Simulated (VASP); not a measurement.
# AlNi (Cmmm) in VASP: further runs, part 2 of 2

VASP 6.6.1.

## (4) Single point, PBEsol, collinear spin, ferromagnetic start

Contents of INCAR:

```
ALGO     = Normal         # electronic algorithm
EDIFF    = 1E-6           # SCF threshold, eV
ENCUT    = 690            # plane-wave cutoff, eV
GGA      = PS             # functional
GGA_COMPAT= False        
ISIF     = 2              # what is computed and relaxed
ISMEAR   = -1             # smearing method
ISPIN    = 2              # spin polarisation
LASPH    = True           # aspherical terms in the spheres
LCHARG   = True           # write CHGCAR
LELF     = True           # ELF
LMAXMIX  = 4              # l up to which the mixer works
LORBIT   = 11             # projections on sites
LREAL    = False          # projectors in reciprocal space
LVHAR    = True         
LWAVE    = False          # write WAVECAR
MAGMOM   = 0.8 0          # initial moments
NBANDS   = 22             # bands
NELM     = 200            # most SCF steps
NUPDOWN  = 0.8            # fixed moment
PREC     = Accurate       # precision mode
SIGMA    = 0.05           # smearing width, eV
```

Contents of KPOINTS:

```
k-points
0
Gamma
  8 8 7
```

Contents of POSCAR:

```
AlNi
1.0
    1.9386940000     -1.9531901500      0.0000000000
    1.9386940000      1.9531901500      0.0000000000
    0.0000000000      0.0000000000      3.0994300413
Ni Al
1 1
Direct
    0.5000000000      0.5000000000      0.5000000000
    0.0000000000      0.0000000000      0.0000000000
```

Potentials or basis: VASP PAW PBE potentials, release 64 (Ni_sv_GW, Al).

Started as:

```console
$ cat potpaw_PBE.64/Ni_sv_GW/POTCAR potpaw_PBE.64/Al/POTCAR > POTCAR
$ mpirun -np 1 vasp_std > vasp.out
```

OUTCAR:

```text
EDIFF = 1E-6
   ENCUT = 690
   GGA = PS
   ISIF = 2
   ISMEAR = -1
   ISPIN = 2
   LASPH = True
   LORBIT = 11
   LREAL = False
   NELM = 200
   NUPDOWN = 0.8
   PREC = Accurate

 ion  position               nearest neighbor table
   1  0.500  0.500  0.500-   2 2.48   2 2.48   2 2.48   2 2.48   2 2.49   2 2.49   2 2.49   2 2.49

   2  0.000  0.000  0.000-   1 2.48   1 2.48   1 2.48   1 2.48   1 2.49   1 2.49   1 2.49   1 2.49

  LATTYP: Found a base centered orthorhombic cell.
 ALAT       =     3.8773880000
 B/A-ratio  =     1.0074772759
 C/A-ratio  =     0.7993603017

  Lattice vectors:

 A1 = (   1.9386940000,  -1.9531901500,   0.0000000000)
 A2 = (   1.9386940000,   1.9531901500,   0.0000000000)
 A3 = (   0.0000000000,   0.0000000000,   3.0994300413)

Analysis of symmetry for initial positions (statically):
=====================================================================
 Subroutine PRICEL returns:
 Original cell was already a primitive cell.

[... 794 lines left out ...]

 k-point     1 :       0.0000    0.0000    0.0000
  band No.  band energies     occupation
      1     -93.5598      1.00000
      2     -54.1335      1.00000
      3     -54.0877      1.00000
      4     -54.0848      1.00000
      5      -1.7542      1.00000
      6       6.1196      1.00000
[... 589 lines left out ...]
     21      29.9102      0.00000
     22      33.6251      0.00000

 [... further k-points ...]
[... 5 lines left out ...]
  --------------------------------------------------------------------------------------
  -------------------------------------------------------------------------------------
  Total        0.6146410      0.3503277     -0.1498965      0.0000000      0.0000000      0.0000000
  in kB       41.9533347     23.9121948    -10.2314334      0.0000000      0.0000000      0.0000000
  external PRESSURE =      18.5446987 kB  Pullay stress =       0.0000000 kB

 VOLUME and BASIS-vectors are now :
 -----------------------------------------------------------------------------
  energy-cutoff  :      690.00
  volume of cell :       23.47
      direct lattice vectors                 reciprocal lattice vectors
     1.938694000 -1.953190150  0.000000000     0.257905580 -0.255991461  0.000000000
     1.938694000  1.953190150  0.000000000     0.257905580  0.255991461  0.000000000
     0.000000000  0.000000000  3.099430041     0.000000000  0.000000000  0.322639965

 POSITION                                       TOTAL-FORCE (eV/Angst)
 -----------------------------------------------------------------------------------
      1.93869      0.00000      1.54972         0.000000      0.000000      0.000000
      0.00000      0.00000      0.00000        -0.000000      0.000000      0.000000
 -----------------------------------------------------------------------------------
    total drift:                                0.000000      0.000000     -0.000000

  FREE ENERGIE OF THE ION-ELECTRON SYSTEM (eV)
  ---------------------------------------------------
  free  energy   TOTEN  =       -12.1619438578 eV

  energy  without entropy=      -12.1569405549  energy(sigma->0) =      -12.15944221

 total charge

# of ion       s       p       d       f       tot
--------------------------------------------------
    1        2.239   6.331   7.873   0.002  16.445
    2        0.385   0.429   0.000   0.000   0.814
--------------------------------------------------
tot          2.624   6.760   7.873   0.002  17.259

 magnetization (x)

# of ion       s       p       d       f       tot
--------------------------------------------------
    1        0.018   0.048   0.511   0.000   0.578
    2        0.007   0.042   0.000   0.000   0.050
--------------------------------------------------
tot          0.025   0.091   0.511   0.000   0.627
```

stdout:

```text
POSCAR found type information on POSCAR NiAl
 POSCAR found :  2 types and       2 ions
 scaLAPACK will be used
 -----------------------------------------------------------------------------
|                                                                             |
|                                                                             |
|     You enforced a specific xc type in the INCAR file but a different       |
|     I HOPE YOU KNOW WHAT YOU ARE DOING!                                     |
|                                                                             |
 -----------------------------------------------------------------------------

 LDA part: xc-table for (Slater+PW92), standard interpolation
 POSCAR, INCAR and KPOINTS ok, starting setup
 FFT: planning ... GRIDC
 FFT: planning ... GRID_SOFT
 FFT: planning ... GRID
 WAVECAR not read
 entering main loop
```

It took 63 s on 1 thread of Intel Xeon Platinum 8488C (Sapphire Rapids), shared host; peak memory 0.25 GiB.

Results:

```yaml
Free_energy: -12.1619 eV
Pressure: 1.9 GPa
Net_moment: 0.80 μB per cell
Site_moments: Ni +0.58; Al +0.05 μB
Valence_electrons_inside_the_program's_atomic_spheres: Ni 16.45; Al 0.81
```

Caveat: the stress differs along the axes, from -1 to 4 GPa; the PAW data sets were made with another functional, which shifts forces and pressure a little; the total moment is fixed, so each spin has its own Fermi level and the state may be an excited one.

## (5) Summary

| level | potentials or basis | fixed moment (μB) | cell | k mesh | cutoff (eV) | grid for exact exchange (PRECFOCK) | share of exact exchange | pressure (GPa) | moment (μB) |
| --- | --- | --- | --- | --- | --- | --- | --- | --- | --- |
| PBEsol | VASP PAW PBE potentials, release 64 (Ni_sv_GW, Al) | 1.5 | a = 2.752, b = 2.752, c = 3.099 Å, angles 90.0, 90.0, 90.4°, 2 atoms | 8 × 8 × 7 | 690 | - | - | 10.9 | 1.50 |
| PBE0 | VASP PAW PBE potentials, release 64 (Ni, Al) | - | a = 2.696, b = 2.696, c = 3.036 Å, angles 90.0, 90.0, 90.4°, 2 atoms | 6 × 6 × 6 | 520 | Normal | 0.25 | 12.9 | 0.05 |
| PBEsol | VASP PAW PBE potentials, release 64 (Ni_sv_GW, Al) | 0.8 | a = 2.752, b = 2.752, c = 3.099 Å, angles 90.0, 90.0, 90.4°, 2 atoms | 8 × 8 × 7 | 690 | - | - | 1.9 | 0.80 |

Alike in all rows: task single point; spin collinear, ferromagnetic start; smearing fermi-dirac 0.05 eV.

Caveats: some runs use coarse meshes; the PAW data sets were made with another functional, which shifts forces and pressure a little; the total moment is fixed, so each spin has its own Fermi level and the state may be an excited one (at least some runs); the cell stands under pressure (at least some runs); the moments typed at the start vanished in this run (at least some runs); the stress differs along the axes, from -1 to 4 GPa (at least some runs).

Total energies depend on the potentials used, so only differences within one code and one set of settings carry meaning.
